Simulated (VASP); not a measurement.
Runs of VASP 6.6.1 on CoO. The structure is that of space group Fm-3m (No. 225), or close to it. The cells are those of the table. 

```csv
task,cell,cutoff (eV),gap on the mesh (eV),pressure (GPa),moment (μB)
single point,"a = 2.999, b = 2.999, c = 2.984 Å, angles 60.2, 60.2, 59.7°, 2 atoms",600,none,-8.5,2.89
single point,"a = 2.970, b = 2.970, c = 2.924 Å, angles 60.5, 60.5, 59.0°, 2 atoms",600,none,-2.0,2.73
electric field gradients,"a = 3.024 Å, angles 60.0°, 2 atoms",520,none,(b),2.96
electric field gradients,"a = 3.034 Å, angles 60.0°, 2 atoms",520,none,(a),2.97
single point,"a = 3.060, b = 3.060, c = 3.014 Å, angles 60.5, 60.5, 59.0°, 2 atoms",600,none,-15.9,2.96
single point,"a = 2.984, b = 2.984, c = 3.014 Å, angles 59.7, 59.7, 60.7°, 2 atoms",600,none,-8.5,2.89
electric field gradients,"a = 3.004 Å, angles 60.0°, 2 atoms",520,none,-9.7,2.92
single point,"a = 2.999, b = 2.999, c = 3.014 Å, angles 59.8, 59.8, 60.3°, 2 atoms",600,none,(c),2.92
```

Alike in all rows: level PBEsol; potentials or basis VASP PAW PBE potentials, release 64 (Co, O); spin collinear, ferromagnetic start; k mesh 16 × 16 × 16; smearing fermi-dirac 0.05 eV.

Task: Estimate the missing entries.

Result: (a) -14.1; (b) -12.7; (c) -10.0.

Caveats: the PAW data sets were made with another functional, which shifts forces and pressure a little; a cell with one magnetic atom can't hold antiferromagnetic order, which such compounds often take; semilocal functionals often make such compounds metallic where correlation or magnetic order opens a gap, which also shifts bond lengths; the cell stands under tension (at least some runs).

A gap of «none» marks levels without a gap at the run's occupations.
